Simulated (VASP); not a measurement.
The system is Ta.

```
Ta
1.0
    -1.64125    1.64125    1.64125
     1.64125   -1.64125    1.64125
     1.64125    1.64125   -1.64125
Ta
1
Direct
  0.00000 0.00000 0.00000
```

Base run:

- Program: VASP 6.6.1
- Functional: PBEsol
- Potentials or basis: VASP PAW PBE potentials, release 64 (Ta_pv)
- Cutoff: 520 eV
- k mesh: 13 × 13 × 13
- Occupations: fermi-dirac, width 0.05 eV
- Spin: no spin polarisation

Its results: pressure 0.6 GPa.

Q: The run is repeated on the same cell with these changes: functional from PBEsol to r2SCAN; further incar settings from ALGO = Normal; EDIFF = 1e-06; NBANDS = 12 to ALGO = Normal; EDIFF = 1e-07; NBANDS = 12. What comes out?

A: Pressure 5.6 GPa.

Caveats: the PAW data sets were made with another functional, which shifts forces and pressure a little.
